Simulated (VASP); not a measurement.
Set up this calculation in VASP 6.6.1, as the native input.

| Property | Result |
| --- | --- |
| Task | single point |
| Functional | PBE |
| Potentials or basis | VASP PAW PBE potentials, release 64 (Gd, N) |
| Cutoff | 800 eV |
| k mesh | 7 × 6 × 6, shifted |
| Occupations | fermi-dirac, width 0.1 eV |
| Spin | no spin polarisation |
| Dipole correction | no |
| Second try | not_converged |
| Further INCAR settings | ALGO = All; EDIFF = 1e-06; NBANDS = 18 |

The structure of GdN lies in POSCAR:

```
GdN
1.0
    0.0615430000      2.3769860000      2.3608500000
    2.5370750000     -0.0398290000      2.4622210000
    2.5642640000      2.5055470000     -0.0670180000
Gd N
1 1
Direct
    0.0035240000      0.9368870000      0.0523470000
    0.4121170000      0.5475000000      0.4694100000
```

These files were run (other wordings do the same):

INCAR

```
ALGO     = All            # electronic algorithm
EDIFF    = 1E-6           # SCF threshold, eV
ENCUT    = 800            # plane-wave cutoff, eV
GGA      = PE             # functional
GGA_COMPAT= F            
ISEARCH  = 1            
ISIF     = 2              # what is computed and relaxed
ISMEAR   = -1             # smearing method
KPAR     = 4            
LASPH    = T              # aspherical terms in the spheres
LCHARG   = F              # write CHGCAR
LMAXMIX  = 6              # l up to which the mixer works
LREAL    = F              # projectors in reciprocal space
LWAVE    = F              # write WAVECAR
NBANDS   = 18             # bands
NELM     = 300            # most SCF steps
PREC     = Accurate       # precision mode
SIGMA    = 0.1            # smearing width, eV
```

KPOINTS

```
Automatic mesh
0
Gamma
  7 6 6
  0.5 0.5 0
```

Potentials or basis: VASP PAW PBE potentials, release 64 (Gd, N).

Run with:

```sh
$ cat potpaw_PBE.64/Gd/POTCAR potpaw_PBE.64/N/POTCAR > POTCAR
$ mpirun -np 4 vasp_std > vasp.out
```

Results of the run:

The pressure is 4.9 GPa and the largest force is 2.346 eV/Å. The band gap on the k mesh is zero (an odd number of electrons rules out a gap without spin polarisation).

Caveat: the k points lie up to 0.36 Å⁻¹ apart, too coarse for converged energies and pressures of a metal; spin-orbit coupling is left out, which moves the levels of the heavy elements; an odd number of electrons without spin polarisation forces a metal; a magnetic or distorted state may lie lower; the run has no spin polarisation, though such a crystal can be magnetic; semilocal functionals describe open f shells poorly, which spoils levels, moments and volumes.

Run time: 110 s on 4 MPI ranks on Intel(R) Xeon(R) 6975P-C (Granite Rapids), on a shared host, peak memory 0.42 GiB a rank.
